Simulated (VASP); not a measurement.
# SiGe (P6_3mc) in VASP: single point with PBEsol

Aim: the single point of SiGe with PBEsol.

Everything below comes from runs of VASP 6.6.1. Logs are shortened: lines on timing, memory, paths and dates and some standing lists are left out, and cuts for length are marked.

### 1 The cell of the first run

It takes space group P6_3mc (No. 186, hexagonal). Conventional cell: a = 3.904 Å, b = 3.904 Å, c = 6.451 Å, α = 90.00°, β = 90.00°, γ = 120.00°. Within 3.1 Å of Si (site symmetry 3m) lie 4 Ge at 2.37 to 2.41 Å. Within 3.1 Å of Ge (site symmetry 3m) lie 4 Si at 2.37 to 2.41 Å.

### 2 Single point, PBEsol (atoms displaced along a vibrational mode)

Input file INCAR:

```
PREC     = Accurate       # precision mode
ENCUT    = 520            # plane-wave cutoff, eV
EDIFF    = 1E-7           # SCF threshold, eV
ISMEAR   = 0              # smearing method
SIGMA    = 0.03           # smearing width, eV
LREAL    = False          # projectors in reciprocal space
LASPH    = True           # aspherical terms in the spheres
NELM     = 100            # most SCF steps
ALGO     = Normal         # electronic algorithm
ISIF     = 2              # what is computed and relaxed
LWAVE    = False          # write WAVECAR
LCHARG   = False          # write CHGCAR
GGA      = PS             # functional
NBANDS   = 26             # bands
```

Input file KPOINTS:

```
Automatic mesh
0
Gamma
  12 12 6
```

Input file POSCAR:

```
SiGe
1.0
    3.9044512986      0.0000000000      0.0000000000
   -1.9522256493      3.3813540124      0.0000000000
    0.0000000000      0.0000000000      6.4507830000
Si Ge
2 2
Direct
    0.6666666667      0.3333333333      0.8699564018
    0.3333333333      0.6666666667      0.3699564018
    0.6666666667      0.3333333333      0.5021903210
    0.3333333333      0.6666666667      0.0021903210
```

Potentials or basis: VASP PAW PBE potentials, release 64 (Si, Ge_d).

On the command line:

```console
> cat potpaw_PBE.64/Si/POTCAR potpaw_PBE.64/Ge_d/POTCAR > POTCAR
> mpirun -np 1 vasp_std > vasp.out
```

OUTCAR:

```text
PREC = Accurate
   ENCUT = 520
   EDIFF = 1E-7
   ISMEAR = 0
   LREAL = False
   LASPH = True
   NELM = 100
   ISIF = 2
   GGA = PS

 ion  position               nearest neighbor table
   1  0.667  0.333  0.870-   3 2.37   4 2.41   4 2.41   4 2.41
   2  0.333  0.667  0.370-   4 2.37   3 2.41   3 2.41   3 2.41
   3  0.667  0.333  0.502-   1 2.37   2 2.41   2 2.41   2 2.41
   4  0.333  0.667  0.002-   2 2.37   1 2.41   1 2.41   1 2.41

  LATTYP: Found a hexagonal cell.
 ALAT       =     3.9044512986
 C/A-ratio  =     1.6521612146

  Lattice vectors:

 A1 = (   3.9044512986,   0.0000000000,   0.0000000000)
 A2 = (  -1.9522256493,   3.3813540124,   0.0000000000)
 A3 = (   0.0000000000,   0.0000000000,   6.4507830000)

Analysis of symmetry for initial positions (statically):
=====================================================================
 Subroutine PRICEL returns:
 Original cell was already a primitive cell.

 Routine SETGRP: Setting up the symmetry group for a
 hexagonal supercell.

 Subroutine GETGRP returns: Found 12 space group operations
 (whereof  6 operations were pure point group operations)
 out of a pool of 24 trial point group operations.

The static configuration has the point symmetry C_3v.
 The point group associated with its full space group is C_6v.

Analysis of symmetry for dynamics (positions and initial velocities):
=====================================================================
 Subroutine PRICEL returns:
 Original cell was already a primitive cell.

 Routine SETGRP: Setting up the symmetry group for a
 hexagonal supercell.

 Subroutine GETGRP returns: Found 12 space group operations
 (whereof  6 operations were pure point group operations)
 out of a pool of 24 trial point group operations.

The dynamic configuration has the point symmetry C_3v.
 The point group associated with its full space group is C_6v.

 Subroutine INISYM returns: Found 12 space group operations
 (whereof  6 operations are pure point group operations),
 and found     1 'primitive' translations

----------------------------------------------------------------------------------------

                                     Primitive cell

  volume of cell :      85.1654

  direct lattice vectors                    reciprocal lattice vectors
     3.904451299  0.000000000  0.000000000     0.256117934  0.147869758  0.000000000
    -1.952225649  3.381354012  0.000000000     0.000000000  0.295739516  0.000000000
     0.000000000  0.000000000  6.450783000     0.000000000  0.000000000  0.155019941

  length of vectors
     3.904451299  3.904451299  6.450783000     0.295739516  0.295739516  0.155019941

  position of ions in fractional coordinates (direct lattice)
     0.666666667  0.333333333  0.869956402
     0.333333333  0.666666667  0.369956402
     0.666666667  0.333333333  0.502190321
     0.333333333  0.666666667  0.002190321

  ion indices of the primitive-cell ions
   primitive index   ion index
                 1           1
                 2           2
                 3           3
                 4           4

----------------------------------------------------------------------------------------

 KPOINTS: Automatic mesh

Automatic generation of k-mesh.
 Grid dimensions read from file:
 generate k-points for:   12   12    6

 Generating k-lattice:

  Cartesian coordinates                     Fractional coordinates (reciprocal lattice)
     0.021343161  0.012322480  0.000000000     0.083333333  0.000000000  0.000000000
     0.000000000  0.024644960  0.000000000     0.000000000  0.083333333  0.000000000
     0.000000000  0.000000000  0.025836657     0.000000000  0.000000000  0.166666667

  Length of vectors
     0.024644960  0.024644960  0.025836657

  Shift w.r.t. Gamma in fractional coordinates (k-lattice)
     0.000000000  0.000000000  0.000000000

 Subroutine IBZKPT returns following result:
 ===========================================

 Found     76 irreducible k-points:

 Following reciprocal coordinates:
            Coordinates               Weight
  0.000000  0.000000  0.000000      1.000000
  0.083333 -0.000000  0.000000      6.000000
  0.166667 -0.000000  0.000000      6.000000
  0.250000 -0.000000  0.000000      6.000000
  0.333333 -0.000000  0.000000      6.000000
  0.416667 -0.000000  0.000000      6.000000
[... 16 lines left out ...]
  0.250000 -0.000000  0.166667     12.000000
  0.333333 -0.000000  0.166667     12.000000
 [... further k-points ...]
   k-points           NKPTS =     76   k-points in BZ     NKDIM =     76   number of bands    NBANDS=     26
   number of dos      NEDOS =    301   number of ions     NIONS =      4
   total plane-waves  NPLWV =  43200
   dimension x,y,z NGX =    30 NGY =   30 NGZ =   48
   dimension x,y,z NGXF=    60 NGYF=   60 NGZF=   96
   ions per type =               2   2
   NGX,Y,Z   is equivalent  to a cutoff of  12.77, 12.77, 12.37 a.u.
   NGXF,Y,Z  is equivalent  to a cutoff of  25.55, 25.55, 24.74 a.u.
 SYSTEM =  unknown system
   PREC   = accura    normal or accurate (medium, high low for compatibility)
   ISTART =      0    job   : 0-new  1-cont  2-samecut
   ICHARG =      2    charge: 1-file 2-atom 10-const
   ISPIN  =      1    spin polarized calculation?
   LNONCOLLINEAR =      F non collinear calculations
   LSORBIT =      F    spin-orbit coupling
   LASPH  =      T    aspherical Exc in radial PAW
   ENCUT  =  520.0 eV  38.22 Ry    6.18 a.u.   7.26  7.26 11.99*2*pi/ulx,y,z
   NELM   =    100;   NELMIN=  2; NELMDL= -5     # of ELM steps
   EDIFF  = 0.1E-06   stopping-criterion for ELM
   LREAL  =      F    real-space projection
   EDIFFG = 0.1E-05   stopping-criterion for IOM
   NSW    =      0    number of steps for IOM
   IBRION =     -1    ionic relax: 0-MD 1-quasi-New 2-CG
   NFREE  =      0    steps in history (QN), initial steepest desc. (CG)
   ISIF   =      2    stress and relaxation
   ISYM   =      2    0-nonsym 1-usesym 2-fastsym
   POTIM  = 0.5000    time-step for ionic-motion
   TEBEG  =    0.0;   TEEND  =   0.0 temperature during run
   PSTRESS=    0.0 pullay stress
   NELECT =      36.0000    total number of electrons
   NUPDOWN=      -1.0000    fix difference up-down
   EMIN   =  10.00;   EMAX   =-10.00  energy-range for DOS
   EFERMI =   0.00;   METHOD = LEGACY
   ISMEAR =     0;   SIGMA  =   0.03  broadening in eV -4-tet -1-fermi 0-gaus
   EFERMI_NEDOS =   21; number of points for ismear=-14 and -15
   IALGO  =     38    algorithm
   IMIX   =      4    mixing-type and parameters
     AMIX     =   0.40;   BMIX     =  1.00
     AMIX_MAG =   1.60;   BMIX_MAG =  1.00
  volume/ion in A,a.u.               =      21.29       143.68
  Fermi-wavevector in a.u.,A,eV,Ry     =   1.228631  2.321775 20.538443  1.509533
  Thomas-Fermi vector in A             =   2.363549
   LORBIT       =      0    0 simple, 1 ext, 2 COOP (PROOUT), +10 PAW based schemes
   GGA     = PS    functional components
   LHFCALC =     F    Hartree Fock is set to
   AEXX    =    0.0000 exact exchange contribution
   IVDW    =     0    specifies the selected vdW correction
   LEPSILON=     F    determine dielectric tensor
   LRPA    =     F    only Hartree local field effects (RPA)
 non-spin polarized calculation
 Gauss-broadening in eV      SIGMA  =   0.03
  energy-cutoff  :      520.00
  volume of cell :       85.17
 maximum number of plane-waves:      2316
 NGX is ok and might be reduce to    30
   NGX = 15   NGY = 15   NGZ = 23

 number of electron      35.9999981 magnetization

 Free energy of the ion-electron system (eV)
  ---------------------------------------------------
  ext. energy  EPLUGINS =         0.00000000
  ---------------------------------------------------
  free energy    TOTEN  =       -21.24032899 eV

  energy without entropy =      -21.24032899  energy(sigma->0) =      -21.24032899

 E-fermi :   5.7552     XC(G=0):  -9.8684

 val. band max:        5.6420530383   @ k =   0.0000   0.0000   0.0000
 cond. band min:       5.8747884932   @ k =   0.4167  -0.0000   0.3333
 fundamental gap:      0.2327354549
 Fermi energy:         5.7552028509

 k-point     1 :       0.0000    0.0000    0.0000
  band No.  band energies     occupation
      1     -19.0008      2.00000
      2     -19.0006      2.00000
      3     -18.9935      2.00000
      4     -18.9935      2.00000
      5     -18.9903      2.00000
      6     -18.9903      2.00000
[... 18 lines left out ...]
     25       9.8678      0.00000
     26      11.9358      0.00000

 k-point     2 :       0.0833   -0.0000    0.0000
  band No.  band energies     occupation
      1     -19.0005      2.00000
      2     -19.0004      2.00000
      3     -18.9936      2.00000
      4     -18.9931      2.00000
      5     -18.9903      2.00000
      6     -18.9899      2.00000
[... 18 lines left out ...]
     25      10.1805      0.00000
     26      11.3925      0.00000

 k-point     3 :       0.1667   -0.0000    0.0000
  band No.  band energies     occupation
      1     -19.0004      2.00000
      2     -18.9995      2.00000
      3     -18.9940      2.00000
      4     -18.9923      2.00000
      5     -18.9901      2.00000
      6     -18.9887      2.00000
[... 18 lines left out ...]
     25      10.7547      0.00000
     26      10.9935      0.00000

 k-point     4 :       0.2500   -0.0000    0.0000
  band No.  band energies     occupation
      1     -19.0007      2.00000
      2     -18.9981      2.00000
      3     -18.9945      2.00000
      4     -18.9912      2.00000
      5     -18.9896      2.00000
      6     -18.9872      2.00000
[... 18 lines left out ...]
     25      11.9949      0.00000
     26      12.0837      0.00000
[... 496 lines left out ...]
      1     -19.0004      2.00000
      2     -18.9996      2.00000
      3     -18.9937      2.00000
      4     -18.9920      2.00000
      5     -18.9904      2.00000
      6     -18.9890      2.00000
[... 18 lines left out ...]
     25      10.7643      0.00000
     26      11.0656      0.00000

 k-point    23 :       0.2500   -0.0000    0.1667
  band No.  band energies     occupation
      1     -19.0007      2.00000
      2     -18.9987      2.00000
      3     -18.9939      2.00000
      4     -18.9909      2.00000
      5     -18.9898      2.00000
      6     -18.9875      2.00000
[... 18 lines left out ...]
     25      11.7352      0.00000
     26      11.8283      0.00000

 k-point    24 :       0.3333   -0.0000    0.1667
  band No.  band energies     occupation
      1     -19.0013      2.00000
      2     -18.9980      2.00000
      3     -18.9939      2.00000
      4     -18.9901      2.00000
      5     -18.9890      2.00000
      6     -18.9861      2.00000
[... 18 lines left out ...]
     25      12.5539      0.00000
     26      12.9418      0.00000

 [... further k-points ...]
[... 5 lines left out ...]
  --------------------------------------------------------------------------------------
  -------------------------------------------------------------------------------------
  Total       -0.5698106     -0.5698106      0.6798372      0.0000000      0.0000000      0.0000000
  in kB      -10.7195855    -10.7195855     12.7894657      0.0000000      0.0000000      0.0000000
  external PRESSURE =      -2.8832351 kB  Pullay stress =       0.0000000 kB

 VOLUME and BASIS-vectors are now :
 -----------------------------------------------------------------------------
  energy-cutoff  :      520.00
  volume of cell :       85.17
      direct lattice vectors                 reciprocal lattice vectors
     3.904451299  0.000000000  0.000000000     0.256117934  0.147869758  0.000000000
    -1.952225649  3.381354012  0.000000000     0.000000000  0.295739516  0.000000000
     0.000000000  0.000000000  6.450783000     0.000000000  0.000000000  0.155019941

 POSITION                                       TOTAL-FORCE (eV/Angst)
 -----------------------------------------------------------------------------------
      1.95223      1.12712      5.61190        -0.000000      0.000000      0.518332
     -0.00000      2.25424      2.38651         0.000000     -0.000000      0.518332
      1.95223      1.12712      3.23952         0.000000     -0.000000     -0.518332
     -0.00000      2.25424      0.01413        -0.000000      0.000000     -0.518332
 -----------------------------------------------------------------------------------
    total drift:                                0.000000      0.000000      0.003598

  FREE ENERGIE OF THE ION-ELECTRON SYSTEM (eV)
  ---------------------------------------------------
  free  energy   TOTEN  =       -21.2403289945 eV

  energy  without entropy=      -21.2403289945  energy(sigma->0) =      -21.24032899
```

Run time: 2 min. Hardware: 1 thread of Intel Xeon Platinum 8259CL at 2.50GHz (Skylake/Cascade Lake), shared host; peak memory 0.29 GiB.

What came out:

| Property | Result |
| --- | --- |
| Free energy | -21.2403 eV |
| Pressure | -0.3 GPa |
| Largest force | 0.518 eV/Å |
| Band gap on the k mesh | 0.23 eV (least direct gap 0.38 eV) |

Forces in eV/Å, atoms in the order of the input:
```
Si   0.000  0.000  0.518
Si   0.000  0.000  0.518
Ge   0.000  0.000 -0.518
Ge   0.000  0.000 -0.518
```

Caveat: the cell differs from its parent crystal (atoms displaced along a vibrational mode); semilocal functionals underestimate gaps, and a narrow one can read as zero; the PAW data sets were made with another functional, which shifts forces and pressure a little.
